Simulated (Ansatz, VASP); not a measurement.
**LiSnF4: VASP beside Ansatz**

```xyz
6
Lattice="4.2697 0.0000 0.0000 0.0000 4.2697 0.0000 0.0000 0.0000 6.8231" Properties=species:S:1:pos:R:3 pbc="T T T"
Li    2.1349    2.1349    3.4115
Sn    0.0000    0.0000    0.0000
F     0.0000    0.0000    2.1019
F     0.0000    0.0000    4.7212
F     0.0000    2.1349    0.0000
F     2.1349    0.0000    0.0000
```

Alike in both runs: functional PBE; k mesh 4 × 4 × 4; occupations gaussian, width 0.1 eV; no spin polarisation.

Ansatz relaxed the structure, and its values are those at the end. VASP's run is a single point on that final structure, the one shown.

|  | VASP | Ansatz |
| --- | --- | --- |
| version | VASP 6.6.1 | Ansatz 0.2.0 |
| potentials or method | VASP PAW PBE potentials, release 64 (Li_sv, Sn_d, F_h), cutoff 910 eV | scalar-relativistic, plane waves, PAW |
| valence electrons in the cell | 45 | 45 |

|  | VASP | Ansatz | Ansatz less VASP |
| --- | --- | --- | --- |
| gap on the k mesh at the Fermi level (eV) | none | none | - |
| rms of the force components (eV/Å) | 0.025 | 0.004 | -0.0205 |

A gap of «none» marks a metal or a gap that the smearing closes. The functional is the same, so the differences come from potentials, cutoffs and numerics.

The k mesh is coarse, so the values compare programs but aren't converged. Noted on VASP's run: the cutoff is short for stress, so the pressure is rough.
